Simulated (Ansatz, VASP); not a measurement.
# Ti2B3: VASP beside Ansatz

The input INCAR:

```
SYSTEM = Ti2B3
  PREC = Accurate
  ENCUT = 520
  EDIFF = 1E-7
  ISMEAR = 0
  SIGMA = 0.1
  LREAL = .False.
  LASPH = .True.
  NELM = 150
  ALGO = Normal
  ISIF = 2
  LWAVE = .False.
  LCHARG = .False.
  ISPIN = 2
  MAGMOM = 1 1 0 0 0
  LORBIT = 11
  LMAXMIX = 4
  GGA = PE
  NBANDS = 28
```

KPOINTS

```
Automatic mesh
0
Gamma
  6 6 4
  0 0 0
```

The input POSCAR:

```
Ti2B3
1.0
    3.2102102141      0.0000000000      0.0000000000
    0.0000000000      3.2102102141      0.0000000000
    0.0000000000      0.0000000000      4.8482178368
Ti B
2 3
Direct
    0.5000000000      0.0000000000      0.6866197389
    0.0000000000      0.5000000000      0.3133802611
    0.5000000000      0.5000000000      0.0000000000
    0.0000000000      0.5000000000      0.8011987632
    0.5000000000      0.0000000000      0.1988012368
```

Input for Ansatz:

```yaml
crystal:
  lattice:
    - [3.2102102141, 0.0, 0.0]
    - [0.0, 3.2102102141, 0.0]
    - [0.0, 0.0, 4.8482178368]
  atoms:
    - { symbol: Ti, position: [0.5, 0.0, 0.6866197389], spin: 1.0 }
    - { symbol: Ti, position: [0.0, 0.5, 0.3133802611], spin: 1.0 }
    - { symbol: B, position: [0.5, 0.5, 0.0] }
    - { symbol: B, position: [0.0, 0.5, 0.8011987632] }
    - { symbol: B, position: [0.5, 0.0, 0.1988012368] }
basis:
  ecutwfc: 420
kpoints:
  mp_grid: { grid: [6, 6, 4] }
hamiltonian:
  xc: pbe
scf:
  occupations: { method: gaussian, width: 0.1 }
  lower_state_search: "off"
output:
  forces: true
  stress: true
  eigenvalues: true
  populations: true
magnetization:
  spin_polarized: true
```

Change from the starting cell: the structure that the rattled cell fell into.

Alike in both runs: task single point; functional PBE; k mesh 6 × 6 × 4; occupations gaussian, width 0.1 eV; collinear spin.

|  | VASP | Ansatz |
| --- | --- | --- |
| version | VASP 6.6.1 | Ansatz 0.2.0 |
| potentials or method | VASP PAW PBE potentials, release 64 (Ti_sv, B), cutoff 520 eV | scalar-relativistic, plane waves, PAW |
| valence electrons in the cell | 33 | 33 |

VASP gave:

| Item | Value |
| --- | --- |
| gap on the k mesh at the Fermi level (eV) | none |
| pressure (GPa) | 0.1 |
| traceless stress, the component that is largest in VASP (GPa) | 0.64 |
| rms of the force components (eV/Å) | 0.035 |
| net moment per atom (μB) | 0.00 |

Task: What did Ansatz give for the same quantities?

Result: gap on the k mesh at the Fermi level (eV): none; pressure (GPa): 0.0; traceless stress, the component that is largest in VASP (GPa): 0.65; rms of the force components (eV/Å): 0.028; net moment per atom (μB): 0.00.

Atom by atom the forces differ by 0.007 eV/Å (rms over components). A gap of «none» marks a metal or a gap that the smearing closes. Ansatz's warnings: seeded moment not kept.
